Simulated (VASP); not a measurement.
A run of VASP 6.6.1 is set up as follows.

The input INCAR:

```
SYSTEM = TaN
  ALGO = Normal
  EDIFF = 1E-7
  EDIFFG = -0.005
  ENCUT = 600
  GGA = PE
  GGA_COMPAT = .FALSE.
  IBRION = 2
  ISIF = 3
  ISMEAR = -1
  LASPH = .TRUE.
  LCHARG = .FALSE.
  LREAL = .FALSE.
  LWAVE = .FALSE.
  NELM = 120
  NELMIN = 4
  NSW = 32
  PREC = Accurate
  PSTRESS = 690.0
  SIGMA = 0.08
```

KPOINTS

```
k-points
0
G
  16 16 16
  0 0 0
```

POSCAR

```
TaN
1.0
    0.0000000000      2.1007558465      2.1007558465
    2.1007558465      0.0000000000      2.1007558465
    2.1007558465      2.1007558465      0.0000000000
Ta N
1 1
Direct
    0.0000000000      0.0000000000      0.0000000000
    0.5000000000      0.5000000000      0.5000000000
```

Potentials or basis: VASP PAW PBE potentials, release 64 (Ta_pv, N).

The run is started by

```sh
$ cat potpaw_PBE.64/Ta_pv/POTCAR potpaw_PBE.64/N/POTCAR > POTCAR
$ mpirun -np 1 vasp_std > vasp.out
```

(1) What does it give for the relaxed volume?

(2) Estimate the relaxed cell.

(3) What does it give for the space group after relaxing (to 0.05 Å)?

Answers

(1) 9.30 Å³/atom.

(2) a = 2.974 Å, b = 2.974 Å, c = 2.974 Å, α = 60.00°, β = 60.00°, γ = 60.00°.

(3) Fm-3m (No. 225).

Caveat: the cell is relaxed towards a set pressure, so the enthalpy falls and the energy may rise.
